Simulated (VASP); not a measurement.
## Ge: single point with PBE

Ge, a wire with vacuum:

```
Ge
1.0
    11.00000    0.00000    0.00000
     0.00000    9.30000    0.00000
     0.00000    0.00000    2.37987
Ge
2
Cartesian
  4.4897 4.6500 0.0000
  6.5103 4.6500 1.1899
```

| Property | Result |
| --- | --- |
| Program | VASP 6.6.1 |
| Task | single point |
| Functional | PBE |
| Potentials or basis | VASP PAW PBE potentials, release 64 (Ge_d) |
| Cutoff | 520 eV |
| k mesh | 1 × 1 × 27 |
| Occupations | gaussian, width 0.05 eV |
| Spin | collinear spin |
| Starting moments | [0.5, 0.5] μB |
| Dipole correction | no |
| Further INCAR settings | ALGO = Normal; EDIFF = 1e-07; NBANDS = 25 |

The largest force is 3.406 eV/Å. The net moment is 0.29 μB per cell, the site moments are Ge +0.07 μB and the valence electrons inside the program's atomic spheres are Ge 12.49.

Forces in eV/Å, atoms in the order of the input:
```
Ge  -3.406  0.000  0.000
Ge   3.406  0.000  0.000
```

Levels at points of the mesh, in eV from the Fermi level:
Spin up:
| k point | band 10 | band 11 | band 12 | band 13 | band 14 | band 15 | band 16 | band 17 | band 18 | band 19 |
| --- | --- | --- | --- | --- | --- | --- | --- | --- | --- | --- |
| (0.00, 0.00, 0.00) | -24.56 | -13.60 | -8.59 | -3.71 | -3.09 | -0.13 | 2.85 | 3.13 | 3.87 | 4.54 |
Spin down:
| k point | band 11 | band 12 | band 13 | band 14 | band 15 | band 16 | band 17 | band 18 |
| --- | --- | --- | --- | --- | --- | --- | --- | --- |
| (0.00, 0.00, 0.00) | -13.48 | -8.46 | -3.55 | -2.97 | 0.08 | 2.93 | 3.22 | 3.92 |

Wall time 2.5 min on 1 thread of Intel(R) Xeon(R) Platinum 8488C (Sapphire Rapids), on a shared host, peak memory 0.46 GiB.
